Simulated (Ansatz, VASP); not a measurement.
# Two plane-wave programs on Bi

```xyz
2
Lattice="4.5390 0.0000 0.0000 -2.2695 4.1667 0.0000 0.0000 0.0000 11.8290" Properties=species:S:1:pos:R:3 pbc="T T T"
Bi    0.0000    2.7778    2.9573
Bi    2.2695    1.3889    8.8718
```

Change from the starting cell: strain +0.0600 x Voigt [0, 1, 0, 0, 0, 0], atoms carried along.

Alike in both runs: task single point; functional PBEsol; k mesh 12 × 12 × 4; occupations gaussian, width 0.15 eV; no spin polarisation.

```csv
,VASP,Ansatz
version,VASP 6.6.1,Ansatz 0.2.0
potentials or method,"VASP PAW PBE potentials, release 64 (Bi_d), cutoff 520 eV","scalar-relativistic, plane waves, PAW"
valence electrons in the cell,30,30
```

|  | VASP | Ansatz | Ansatz less VASP |
| --- | --- | --- | --- |
| gap on the k mesh at the Fermi level (eV) | none | none | - |
| pressure (GPa) | -3.1 | -3.1 | +0.01 |
| traceless stress, the component that is largest in VASP (GPa) | 2.72 | 2.72 | +0.001 |

VASP's potentials were made for PBE, not for PBEsol. A gap of «none» marks a metal or a gap that the smearing closes.

Neither program's run includes spin-orbit coupling.
